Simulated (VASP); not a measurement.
SnTe:

```xyz
2
Lattice="-0.0222 3.1830 3.1830 3.1830 -0.0222 3.1830 3.1830 3.1830 -0.0222" Properties=species:S:1:pos:R:3 pbc="T T T"
Sn    0.0000    0.0000    0.0000
Te    3.1719    3.1719    3.1719
```

This cell differs from its parent crystal: epitaxial 111 strain +0.5%.

Base run:

| Item | Value |
| --- | --- |
| Program | VASP 6.6.1 |
| Functional | r2SCAN |
| Potentials or basis | VASP PAW PBE potentials, release 64 (Sn_d, Te) |
| Cutoff | 520 eV |
| k mesh | 8 × 8 × 8 |
| Occupations | fermi-dirac, width 0.02 eV |
| Spin | no spin polarisation |

Its results: band gap on the k mesh 0.08 eV (least direct gap 0.15 eV); pressure -0.3 GPa.

Q: The run is repeated on the same cell with these changes: functional from r2SCAN to PBE. What comes out?

A: Band gap on the k mesh zero (bands 10 and 11 overlap by 0.05 eV); pressure 0.4 GPa.

Caveats: spin-orbit coupling is left out, which moves the levels of the heavy elements; the PAW data sets were made with another functional, which shifts forces and pressure a little (at least some runs); semilocal functionals underestimate gaps, so a narrow gap can read as zero (at least some runs).

A k mesh can miss the band edges.
